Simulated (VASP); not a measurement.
Runs of VASP 6.6.1 on ZrC. The structure is that of space group Fm-3m (No. 225), or close to it. The cells are those of the table. 

| cell | gap on the mesh (eV) | pressure (GPa) |
| --- | --- | --- |
| a = 3.285 Å, angles 60.0°, 2 atoms | none | 4.1 |
| a = 3.345 Å, angles 60.0°, 2 atoms | none | (a) |
| a = 3.323 Å, angles 60.0°, 2 atoms | none | (b) |
| a = 3.351, b = 3.351, c = 3.302 Å, angles 60.5, 60.5, 59.0°, 2 atoms | none | -5.9 |
| a = 3.279 Å, angles 60.0°, 2 atoms | none | 5.4 |

Alike in all rows: task single point; level PBEsol; potentials or basis VASP PAW PBE potentials, release 64 (Zr_sv, C); no spin polarisation; k mesh 12 × 12 × 12; cutoff (eV) 520; smearing gaussian 0.05 eV.

Q: Fill in the values left out.

A: (a) -8.2; (b) -4.1.

Caveats: the PAW data sets were made with another functional, which shifts forces and pressure a little.

A k mesh can miss the band edges, and the runs leave out spin-orbit coupling on Zr.

A gap of «none» marks levels without a gap at the run's occupations.
